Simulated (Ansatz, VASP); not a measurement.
C in VASP and in Ansatz

INCAR

```
SYSTEM = C
PREC = Accurate ; ENCUT = 600
EDIFF = 1E-7 ; ISMEAR = 0
SIGMA = 0.02 ; LREAL = .FALSE.
LASPH = .TRUE. ; NELM = 120
ALGO = Normal ; ISIF = 3
LWAVE = .FALSE. ; LCHARG = .FALSE.
GGA = PE ; IBRION = 2
NSW = 100 ; EDIFFG = -0.01
GGA_COMPAT = .FALSE. ; NELMIN = 4
```

KPOINTS

```
regular mesh
0
G
  6 6 4
  0 0 0
```

POSCAR

```
C
1.0
    2.4818470992     -2.9823963013      0.0000000000
    2.4818470992      2.9823963013      0.0000000000
    0.0000000000      0.0000000000      5.3951187916
C
10
Direct
    0.8167154867      0.3915111574      0.3541055532
    0.6084888426      0.1832845133      0.1458944468
    0.3915111574      0.8167154867      0.1458944468
    0.1832845133      0.6084888426      0.3541055532
    0.1832845133      0.6084888426      0.6458944468
    0.3915111574      0.8167154867      0.8541055532
    0.6084888426      0.1832845133      0.8541055532
    0.8167154867      0.3915111574      0.6458944468
    0.5000000000      0.5000000000      0.2500000000
    0.5000000000      0.5000000000      0.7500000000
```

Input for Ansatz:

```yaml
crystal:
  lattice:
    - [2.4818470992, -2.9823963013, 0.0]
    - [2.4818470992, 2.9823963013, 0.0]
    - [0.0, 0.0, 5.3951187916]
  atoms:
    - { symbol: C, position: [0.8167154867, 0.3915111574, 0.3541055532] }
    - { symbol: C, position: [0.6084888426, 0.1832845133, 0.1458944468] }
    - { symbol: C, position: [0.3915111574, 0.8167154867, 0.1458944468] }
    - { symbol: C, position: [0.1832845133, 0.6084888426, 0.3541055532] }
    - { symbol: C, position: [0.1832845133, 0.6084888426, 0.6458944468] }
    - { symbol: C, position: [0.3915111574, 0.8167154867, 0.8541055532] }
    - { symbol: C, position: [0.6084888426, 0.1832845133, 0.8541055532] }
    - { symbol: C, position: [0.8167154867, 0.3915111574, 0.6458944468] }
    - { symbol: C, position: [0.5, 0.5, 0.25] }
    - { symbol: C, position: [0.5, 0.5, 0.75] }
basis:
  ecutwfc: 420
kpoints:
  mp_grid: { grid: [6, 6, 4] }
hamiltonian:
  xc: pbe
scf:
  occupations: { method: gaussian, width: 0.02 }
output:
  forces: true
  stress: true
  eigenvalues: true
  write_density: true
  write_potential: true
  elf: true
  volumetric_format: npy
relax:
  adjacent_minimum: "off"
  f_tol: 0.01
  max_steps: 80
  cell: { stress_tol: 0.05 }
```

Alike in both runs: task relaxation of cell and atoms; functional PBE; k mesh 6 × 6 × 4; occupations gaussian, width 0.02 eV; no spin polarisation.

```csv
,VASP,Ansatz
version,VASP 6.6.1,Ansatz 0.2.0
potentials or method,"VASP PAW PBE potentials, release 64 (C), cutoff 600 eV","scalar-relativistic, plane waves, PAW"
valence electrons in the cell,40,40
```

VASP gave:

| Item | Value |
| --- | --- |
| gap on the k mesh at the Fermi level, each at its own relaxed structure (eV) | 2.95 |
| relaxed volume (Å³/atom) | 7.98 |
| relaxed length of the cell vector where the two differ most in proportion (Å) | 3.880 |

Question: What did Ansatz give for the same quantities?

Answer: gap on the k mesh at the Fermi level, each at its own relaxed structure (eV): 2.96; relaxed volume (Å³/atom): 7.99; relaxed length of the cell vector where the two differ most in proportion (Å): 3.880.
